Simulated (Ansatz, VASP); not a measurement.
## YN in VASP and in Ansatz

```
Y N
1.0
     0.00000    2.43850    2.43850
     2.43850    0.00000    2.43850
     2.43850    2.43850    0.00000
Y N
1 1
Cartesian
  0.0000 0.0000 0.0000
  2.4385 2.4385 2.4385
```

Alike in both runs: task electric field gradients; functional LDA; k mesh 11 × 11 × 11; occupations fermi-dirac, width 0.03 eV; no spin polarisation.

|  | VASP | Ansatz |
| --- | --- | --- |
| version | VASP 6.6.1 | Ansatz 0.2.0 |
| potentials or method | VASP PAW LDA potentials, release 64 (Y_sv, N), cutoff 520 eV | all-electron PAW with datasets made for the crystal, scalar-relativistic |

Ansatz gave:

```
pressure (GPa) : -5.9
```

**Question.** Estimate VASP's values.

**Answer.** Pressure (GPa): -5.8.

LDA's correlation is that of Perdew and Zunger in VASP and of Perdew and Wang (1992) in Ansatz. Ansatz ran all-electron here, and VASP with PAW potentials.
